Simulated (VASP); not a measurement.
Set up this calculation in VASP 6.6.1, as the native input.

```yaml
Task: single point
Functional: LDA
Potentials_or_basis: VASP PAW LDA potentials, release 64 (B_h, N_h)
Cutoff: 1330 eV
k_mesh: 12 × 12 × 12
Occupations: gaussian, width 0.01 eV
Spin: no spin polarisation
Dipole_correction: no
Further_INCAR_settings: ALGO = Normal; EDIFF = 1e-06; NBANDS = 11
```

The structure of BN lies in POSCAR:

```
BN
1.0
    0.0000000000      1.7734356659      1.7734356659
    1.7734356659      0.0000000000      1.7734356659
    1.7734356659      1.7734356659      0.0000000000
B N
1 1
Direct
    0.0000000000      0.0000000000      0.0000000000
    0.7500000000      0.7500000000      0.7500000000
```

The input as run:

INCAR

```
SYSTEM = BN
PREC = Accurate ; ENCUT = 1330
EDIFF = 1E-6 ; ISMEAR = 0
SIGMA = 0.01 ; LREAL = .False.
LASPH = .True. ; NELM = 120
ALGO = Normal ; ISIF = 2
LWAVE = .False. ; LCHARG = .True.
GGA = CA ; LELF = .True.
LVHAR = .True. ; NBANDS = 11
GGA_COMPAT = .False.
```

KPOINTS

```
Automatic mesh
0
Gamma
  12 12 12
  0 0 0
```

Potentials or basis: VASP PAW LDA potentials, release 64 (B_h, N_h).

Run with:

```sh
$ cat potpaw_LDA.64/B_h/POTCAR potpaw_LDA.64/N_h/POTCAR > POTCAR
$ mpirun -np 1 vasp_std > vasp.out
```

Results of the run:

| Item | Value |
| --- | --- |
| Pressure | 12.8 GPa |
| Band gap on the k mesh | 4.41 eV (least direct gap 8.96 eV) |

Caveat: the cell stands under pressure.

Run time: 40 s on 1 thread of Intel(R) Xeon(R) Platinum 8259CL CPU @ 2.50GHz (Skylake/Cascade Lake) (shared host), peak memory 0.16 GiB.
